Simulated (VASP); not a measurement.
# LiCl (I4/mmm) in VASP: notebook, part 2 of 2

VASP 6.6.1. The steps go on from the part before.

## 5. Single point, PBEsol (strain +0.0100 x Voigt [1, 1, 0, 0, 0, 0])

INCAR reads:

```
SYSTEM = LiCl
PREC = Accurate
ENCUT = 520
EDIFF = 1E-6
ISMEAR = 0
SIGMA = 0.05
LREAL = .False.
LASPH = .True.
NELM = 80
ALGO = Normal
ISIF = 2
LWAVE = .False.
LCHARG = .False.
GGA = PS
NBANDS = 12
```

KPOINTS reads:

```
Automatic mesh
0
Gamma
  8 8 8
  0 0 0
```

POSCAR reads:

```
LiCl
1.0
    0.0000000000      2.5904076000      2.5647600000
    2.5904076000      0.0000000000      2.5647600000
    2.5904076000      2.5904076000      0.0000000000
Li Cl
1 1
Direct
    0.0000000000      0.0000000000      0.0000000000
    0.5000000000      0.5000000000      0.5000000000
```

Potentials or basis: VASP PAW PBE potentials, release 64 (Li_sv, Cl).

Run with:

```
$ cat potpaw_PBE.64/Li_sv/POTCAR potpaw_PBE.64/Cl/POTCAR > POTCAR
$ mpirun -np 1 vasp_std > vasp.out
```

OUTCAR:

```text
SYSTEM = LiCl
   PREC = Accurate
   ENCUT = 520
   EDIFF = 1E-6
   ISMEAR = 0
   LREAL = .False.
   LASPH = .True.
   NELM = 80
   ISIF = 2
   GGA = PS

 ion  position               nearest neighbor table
   1  0.000  0.000  0.000-   2 2.56   2 2.56   2 2.59   2 2.59   2 2.59   2 2.59
   2  0.500  0.500  0.500-   1 2.56   1 2.56   1 2.59   1 2.59   1 2.59   1 2.59

  LATTYP: Found a body centered tetragonal cell.
 ALAT       =     3.6633895600
 C/A-ratio  =     1.4002114479

  Lattice vectors:

 A1 = (   0.0000000000,  -2.5904076000,  -2.5647600000)
 A2 = (   0.0000000000,   2.5904076000,  -2.5647600000)
 A3 = (   2.5904076000,   0.0000000000,   2.5647600000)

Analysis of symmetry for initial positions (statically):
=====================================================================
 Subroutine PRICEL returns:
 Original cell was already a primitive cell.

 Routine SETGRP: Setting up the symmetry group for a
 body centered tetragonal supercell.

 Subroutine GETGRP returns: Found 16 space group operations
 (whereof 16 operations were pure point group operations)
 out of a pool of 16 trial point group operations.

The static configuration has the point symmetry D_4h.

Analysis of symmetry for dynamics (positions and initial velocities):
=====================================================================
 Subroutine PRICEL returns:
 Original cell was already a primitive cell.

 Routine SETGRP: Setting up the symmetry group for a
 body centered tetragonal supercell.

 Subroutine GETGRP returns: Found 16 space group operations
 (whereof 16 operations were pure point group operations)
 out of a pool of 16 trial point group operations.

The dynamic configuration has the point symmetry D_4h.

 Subroutine INISYM returns: Found 16 space group operations
 (whereof 16 operations are pure point group operations),
 and found     1 'primitive' translations

----------------------------------------------------------------------------------------

                                     Primitive cell

  volume of cell :      34.4202

  direct lattice vectors                    reciprocal lattice vectors
     0.000000000  2.590407600  2.564760000    -0.193019817  0.193019817  0.194950015
     2.590407600  0.000000000  2.564760000     0.193019817 -0.193019817  0.194950015
     2.590407600  2.590407600  0.000000000     0.193019817  0.193019817 -0.194950015

  length of vectors
     3.645299081  3.645299081  3.663389560     0.335438232  0.335438232  0.335438232

  position of ions in fractional coordinates (direct lattice)
     0.000000000  0.000000000  0.000000000
     0.500000000  0.500000000  0.500000000

  ion indices of the primitive-cell ions
   primitive index   ion index
                 1           1
                 2           2

----------------------------------------------------------------------------------------

 KPOINTS: Automatic mesh

Automatic generation of k-mesh.
 Grid dimensions read from file:
 generate k-points for:    8    8    8

 Generating k-lattice:

  Cartesian coordinates                     Fractional coordinates (reciprocal lattice)
    -0.024127477  0.024127477  0.024368752     0.125000000  0.000000000  0.000000000
     0.024127477 -0.024127477  0.024368752     0.000000000  0.125000000  0.000000000
     0.024127477  0.024127477 -0.024368752     0.000000000  0.000000000  0.125000000

  Length of vectors
     0.041929779  0.041929779  0.041929779

  Shift w.r.t. Gamma in fractional coordinates (k-lattice)
     0.000000000  0.000000000  0.000000000

 Subroutine IBZKPT returns following result:
 ===========================================

 Found     59 irreducible k-points:

 Following reciprocal coordinates:
            Coordinates               Weight
  0.000000  0.000000  0.000000      1.000000
  0.125000  0.000000  0.000000      8.000000
  0.250000  0.000000  0.000000      8.000000
  0.375000  0.000000  0.000000      8.000000
  0.500000  0.000000  0.000000      4.000000
  0.125000  0.125000  0.000000      2.000000
[... 16 lines left out ...]
  0.250000  0.000000  0.125000     16.000000
  0.375000  0.000000  0.125000     16.000000
 [... further k-points ...]
   k-points           NKPTS =     59   k-points in BZ     NKDIM =     59   number of bands    NBANDS=     12
   number of dos      NEDOS =    301   number of ions     NIONS =      2
   total plane-waves  NPLWV =  21952
   dimension x,y,z NGX =    28 NGY =   28 NGZ =   28
   dimension x,y,z NGXF=    56 NGYF=   56 NGZF=   56
   ions per type =               1   1
   NGX,Y,Z   is equivalent  to a cutoff of  12.77, 12.77, 12.71 a.u.
   NGXF,Y,Z  is equivalent  to a cutoff of  25.54, 25.54, 25.41 a.u.
 SYSTEM =  LiCl
   PREC   = accura    normal or accurate (medium, high low for compatibility)
   ISTART =      0    job   : 0-new  1-cont  2-samecut
   ICHARG =      2    charge: 1-file 2-atom 10-const
   ISPIN  =      1    spin polarized calculation?
   LNONCOLLINEAR =      F non collinear calculations
   LSORBIT =      F    spin-orbit coupling
   LASPH  =      T    aspherical Exc in radial PAW
   ENCUT  =  520.0 eV  38.22 Ry    6.18 a.u.   6.78  6.78  6.81*2*pi/ulx,y,z
   NELM   =     80;   NELMIN=  2; NELMDL= -5     # of ELM steps
   EDIFF  = 0.1E-05   stopping-criterion for ELM
   LREAL  =      F    real-space projection
[... 7 lines left out ...]
   TEBEG  =    0.0;   TEEND  =   0.0 temperature during run
   PSTRESS=    0.0 pullay stress
   NELECT =      10.0000    total number of electrons
   NUPDOWN=      -1.0000    fix difference up-down
   EMIN   =  10.00;   EMAX   =-10.00  energy-range for DOS
   EFERMI =   0.00;   METHOD = LEGACY
   ISMEAR =     0;   SIGMA  =   0.05  broadening in eV -4-tet -1-fermi 0-gaus
   EFERMI_NEDOS =   21; number of points for ismear=-14 and -15
   IALGO  =     38    algorithm
   IMIX   =      4    mixing-type and parameters
     AMIX     =   0.40;   BMIX     =  1.00
     AMIX_MAG =   1.60;   BMIX_MAG =  1.00
  volume/ion in A,a.u.               =      17.21       116.14
  Fermi-wavevector in a.u.,A,eV,Ry     =   1.084269  2.048972 15.995554  1.175640
  Thomas-Fermi vector in A             =   2.220355
   LORBIT       =      0    0 simple, 1 ext, 2 COOP (PROOUT), +10 PAW based schemes
   GGA     = PS    functional components
   LHFCALC =     F    Hartree Fock is set to
   AEXX    =    0.0000 exact exchange contribution
   IVDW    =     0    specifies the selected vdW correction
   LEPSILON=     F    determine dielectric tensor
   LRPA    =     F    only Hartree local field effects (RPA)
 non-spin polarized calculation
 Gauss-broadening in eV      SIGMA  =   0.05
  energy-cutoff  :      520.00
  volume of cell :       34.42
 maximum number of plane-waves:       941
   NGX = 13   NGY = 13   NGZ = 13

 number of electron      10.0000010 magnetization

 Free energy of the ion-electron system (eV)
  ---------------------------------------------------
  ext. energy  EPLUGINS =         0.00000000
  ---------------------------------------------------
  free energy    TOTEN  =        -7.62785191 eV

  energy without entropy =       -7.62785191  energy(sigma->0) =       -7.62785191

 E-fermi :   0.6840     XC(G=0):  -8.8237

 val. band max:        0.3963207461   @ k =   0.0000   0.0000   0.0000
 cond. band min:       6.4133188811   @ k =   0.0000   0.0000   0.0000
 fundamental gap:      6.0169981350
 Fermi energy:         0.6839696638

 k-point     1 :       0.0000    0.0000    0.0000
  band No.  band energies     occupation
      1     -42.4628      2.00000
      2     -12.9359      2.00000
      3       0.3685      2.00000
      4       0.3963      2.00000
      5       0.3963      2.00000
      6       6.4133      0.00000
      7      12.1536      0.00000
      8      12.1536      0.00000
      9      12.2388      0.00000
     10      14.6224      0.00000
     11      14.6225      0.00000
     12      14.8416      0.00000
[... 331 lines left out ...]
 k-point    24 :       0.3750    0.0000    0.1250
  band No.  band energies     occupation
      1     -42.4605      2.00000
      2     -12.4828      2.00000
      3      -1.7894      2.00000
      4      -0.0750      2.00000
      5      -0.0320      2.00000
      6       7.8242      0.00000
      7       9.8196      0.00000
      8      10.9452      0.00000
      9      11.2205      0.00000
     10      14.3914      0.00000
     11      16.5637      0.00000
     12      17.1344      0.00000

 [... further k-points ...]

------------------------ aborting loop because EDIFF is reached ----------------------------------------

  FORCE on cell =-STRESS in cart. coord.  units (eV):
  Direction    XX          YY          ZZ          XY          YZ          ZX
  --------------------------------------------------------------------------------------
  -------------------------------------------------------------------------------------
  Total       -0.4235842     -0.4235842     -0.3605432      0.0000000     -0.0000000     -0.0000000
  in kB      -19.7168431    -19.7168431    -16.7824354      0.0000000     -0.0000000     -0.0000000
  external PRESSURE =     -18.7387072 kB  Pullay stress =       0.0000000 kB

 VOLUME and BASIS-vectors are now :
 -----------------------------------------------------------------------------
  energy-cutoff  :      520.00
  volume of cell :       34.42
      direct lattice vectors                 reciprocal lattice vectors
     0.000000000  2.590407600  2.564760000    -0.193019817  0.193019817  0.194950015
     2.590407600  0.000000000  2.564760000     0.193019817 -0.193019817  0.194950015
     2.590407600  2.590407600  0.000000000     0.193019817  0.193019817 -0.194950015

 POSITION                                       TOTAL-FORCE (eV/Angst)
 -----------------------------------------------------------------------------------
      0.00000      0.00000      0.00000         0.000000     -0.000000      0.000000
      2.59041      2.59041      2.56476        -0.000000      0.000000      0.000000
 -----------------------------------------------------------------------------------
    total drift:                                0.000000      0.000000      0.000000

  FREE ENERGIE OF THE ION-ELECTRON SYSTEM (eV)
  ---------------------------------------------------
  free  energy   TOTEN  =        -7.6278519122 eV

  energy  without entropy=       -7.6278519122  energy(sigma->0) =       -7.62785191
```

OSZICAR:

```text
N       E                     dE             d eps       ncg     rms          rms(c)
DAV:   1     0.401018958556E+02    0.40102E+02   -0.41486E+03  1416   0.768E+02
DAV:   2    -0.527555597018E+01   -0.45377E+02   -0.43610E+02  1836   0.142E+02
DAV:   3    -0.762250501196E+01   -0.23469E+01   -0.23412E+01  1856   0.337E+01
DAV:   4    -0.768350894522E+01   -0.61004E-01   -0.60991E-01  1948   0.552E+00
DAV:   5    -0.768416873830E+01   -0.65979E-03   -0.65979E-03  1876   0.535E-01    0.226E+00
DAV:   6    -0.762638783852E+01    0.57781E-01   -0.11539E-01  1900   0.156E+00    0.152E+00
DAV:   7    -0.762571890398E+01    0.66893E-03   -0.35003E-02  2200   0.983E-01    0.753E-01
DAV:   8    -0.762783546323E+01   -0.21166E-02   -0.36999E-03  1704   0.429E-01    0.115E-01
DAV:   9    -0.762782241991E+01    0.13043E-04   -0.17292E-04  1852   0.917E-02    0.424E-02
DAV:  10    -0.762785049329E+01   -0.28073E-04   -0.58502E-05  1652   0.521E-02    0.339E-02
DAV:  11    -0.762785185243E+01   -0.13591E-05   -0.82134E-06  1840   0.179E-02    0.276E-03
DAV:  12    -0.762785191220E+01   -0.59768E-07   -0.17934E-07   964   0.369E-03
   1 F= -.76278519E+01 E0= -.76278519E+01  d E =-.493217E-18
```

stdout:

```text
POSCAR found type information on POSCAR LiCl
 POSCAR found :  2 types and       2 ions
 scaLAPACK will be used
 -----------------------------------------------------------------------------
|                                                                             |
|                                                                             |
|     You enforced a specific xc type in the INCAR file but a different       |
|     I HOPE YOU KNOW WHAT YOU ARE DOING!                                     |
|                                                                             |
 -----------------------------------------------------------------------------

 LDA part: xc-table for (Slater+PW92), standard interpolation
 POSCAR, INCAR and KPOINTS ok, starting setup
 FFT: planning ... GRIDC
 FFT: planning ... GRID_SOFT
 FFT: planning ... GRID
 WAVECAR not read
 entering main loop
```

Run time: 40 s. Hardware: 1 thread of Intel Xeon 8259CL, shared host; peak memory 0.16 GiB.

Results:

```yaml
Free_energy: -7.6279 eV
Band_gap_on_the_k_mesh: 6.02 eV
```

Caveat: the cell differs from its parent crystal (strain +0.0100 x Voigt [1, 1, 0, 0, 0, 0]); the cutoff is under 1.25 times the usual one of these potentials, so pressure, stress and relaxed cells hold a basis-set (Pulay) error; the PAW data sets were made with another functional, which shifts forces and pressure a little. A k mesh can miss the band edges.

## 6. Single point, PBEsol (strain +0.0300 x Voigt [1, 1, 0, 0, 0, 0])

INCAR reads:

```
SYSTEM = LiCl
PREC = Accurate
ENCUT = 520
EDIFF = 1E-7
ISMEAR = 0
SIGMA = 0.05
LREAL = .FALSE.
LASPH = .TRUE.
NELM = 60
ALGO = Normal
ISIF = 2
LWAVE = .FALSE.
LCHARG = .TRUE.
GGA = PS
LELF = .TRUE.
LVHAR = .TRUE.
NBANDS = 12
```

KPOINTS reads:

```
regular mesh
0
G
  8 8 8
  0 0 0
```

POSCAR reads:

```
LiCl
1.0
    0.0000000000      2.6417028000      2.5647600000
    2.6417028000      0.0000000000      2.5647600000
    2.6417028000      2.6417028000      0.0000000000
Li Cl
1 1
Direct
    0.0000000000      0.0000000000      0.0000000000
    0.5000000000      0.5000000000      0.5000000000
```

Potentials or basis: VASP PAW PBE potentials, release 64 (Li_sv, Cl).

Run with:

```
$ cat potpaw_PBE.64/Li_sv/POTCAR potpaw_PBE.64/Cl/POTCAR > POTCAR
$ mpirun -np 1 vasp_std > vasp.out
```

Wall time 36 s (1 thread of Intel Xeon 8259CL, shared host); peak memory 0.16 GiB.

The run converged. Its results:

| Property | Result |
| --- | --- |
| Free energy | -7.6071 eV |
| Band gap on the k mesh | 5.79 eV |

Levels at points of the mesh, in eV from the valence-band top:
```
           k point  band 3  band 4  band 5  band 6  band 7  band 8
(0.00, 0.00, 0.00)   -0.08    0.00    0.00    5.79   11.65   11.65
(0.50, 0.00, 0.00)   -2.67   -0.30   -0.23    6.47    9.22    9.46
(0.50, 0.50, 0.00)   -2.72   -1.10   -1.10    7.59    8.05   12.03
(0.50, 0.00, 0.50)   -2.72   -1.11   -0.92    7.64    8.19   11.63
```

Caveat: the cell differs from its parent crystal (strain +0.0300 x Voigt [1, 1, 0, 0, 0, 0]); the cutoff is under 1.25 times the usual one of these potentials, so pressure, stress and relaxed cells hold a basis-set (Pulay) error; the PAW data sets were made with another functional, which shifts forces and pressure a little.

## 7. Summary

```tsv
cell	gap on the mesh (eV)
a = 3.573, b = 3.573, c = 3.518 Å, angles 60.5, 60.5, 59.0°, 2 atoms	6.44
a = 3.591, b = 3.591, c = 3.555 Å, angles 60.3, 60.3, 59.3°, 2 atoms	6.34
a = 3.609, b = 3.609, c = 3.591 Å, angles 60.2, 60.2, 59.7°, 2 atoms	6.23
a = 3.645, b = 3.645, c = 3.663 Å, angles 59.8, 59.8, 60.3°, 2 atoms	6.02
a = 3.682, b = 3.682, c = 3.736 Å, angles 59.5, 59.5, 61.0°, 2 atoms	5.79
```

Alike in all rows: task single point; level PBEsol; potentials or basis VASP PAW PBE potentials, release 64 (Li_sv, Cl); no spin polarisation; k mesh 8 × 8 × 8; cutoff (eV) 520; smearing gaussian 0.05 eV.

Caveats: the cutoff is under 1.25 times the usual one of these potentials, so pressure, stress and relaxed cells hold a basis-set (Pulay) error; the PAW data sets were made with another functional, which shifts forces and pressure a little.

Total energies depend on the potentials used, so only differences within one code and one set of settings carry meaning.
